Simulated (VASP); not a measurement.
Set up this calculation in VASP 6.6.1, as the native input.

```
Task                   : single point
Functional             : PBE
Potentials or basis    : VASP PAW PBE potentials, release 64 (Ba_sv, Ti_sv, O)
Cutoff                 : 520 eV
k mesh                 : 4 × 4 × 4
Occupations            : gaussian, width 0.1 eV
Spin                   : collinear spin, ferromagnetic start
Starting moments       : [0.0, 1.0, 0.0, 0.0, 0.0] μB
Hubbard terms          : Ti d U = 4.0 eV
Dipole correction      : no
Further INCAR settings : ALGO = Normal; EDIFF = 1e-07; NBANDS = 32
```

The structure of BaTiO3 lies in POSCAR:

```
BaTiO3
1.0
    3.9903792100      0.0000000000      0.0000000000
    0.0000000000      3.9903792100      0.0000000000
    0.0000000000      0.0000000000      4.1026553900
Ba Ti O
1 1 3
Direct
    0.5000000000      0.5000000000      0.5825414600
    0.0000000000      0.0000000000      0.1000427000
    0.0000000000      0.5000000000      0.0642205400
    0.5000000000      0.0000000000      0.0642205400
    0.0000000000      0.0000000000      0.5489717500
```

The input as run:

INCAR

```
SYSTEM = BaTiO3
PREC     = Accurate       ! precision mode
ENCUT    = 520            ! plane-wave cutoff, eV
EDIFF    = 1E-7           ! SCF threshold, eV
ISMEAR   = 0              ! smearing method
SIGMA    = 0.1            ! smearing width, eV
LREAL    = .False.        ! projectors in reciprocal space
LASPH    = .True.         ! aspherical terms in the spheres
NELM     = 150            ! most SCF steps
ALGO     = Normal         ! electronic algorithm
ISIF     = 2              ! what is computed and relaxed
LWAVE    = .False.        ! write WAVECAR
LCHARG   = .False.        ! write CHGCAR
ISPIN    = 2              ! spin polarisation
MAGMOM   = 0 1 0 0 0      ! initial moments
LORBIT   = 11             ! projections on sites
LMAXMIX  = 4              ! l up to which the mixer works
LDAU     = .True.         ! DFT+U
LDAUTYPE = 2            
LDAUL    = -1 2 -1        ! shell
LDAUU    = 0 4 0          ! U, eV
LDAUJ    = 0 0 0        
LDAUPRINT= 1            
GGA      = PE             ! functional
NBANDS   = 32             ! bands
```

KPOINTS

```
Automatic mesh
0
Gamma
  4 4 4
  0 0 0
```

Potentials or basis: VASP PAW PBE potentials, release 64 (Ba_sv, Ti_sv, O).

The run is started by

```bash
$ cat potpaw_PBE.64/Ba_sv/POTCAR potpaw_PBE.64/Ti_sv/POTCAR potpaw_PBE.64/O/POTCAR > POTCAR
$ mpirun -np 1 vasp_std > vasp.out
```

Results of the run:

The pressure is 6.4 GPa. The largest force is 0.800 eV/Å. The band gap on the k mesh is 2.27 eV, indirect (least direct gap 2.73 eV), the net moment is 0.00 μB per cell and the valence electrons inside the program's atomic spheres are Ba 7.98; Ti 10.11; O 5.05.

Caveat: spin-orbit coupling is left out, which moves the levels of the heavy elements.

Run time: 72 s on 1 thread of Intel(R) Xeon(R) Platinum 8488C (Sapphire Rapids) (shared host), peak memory 0.23 GiB.
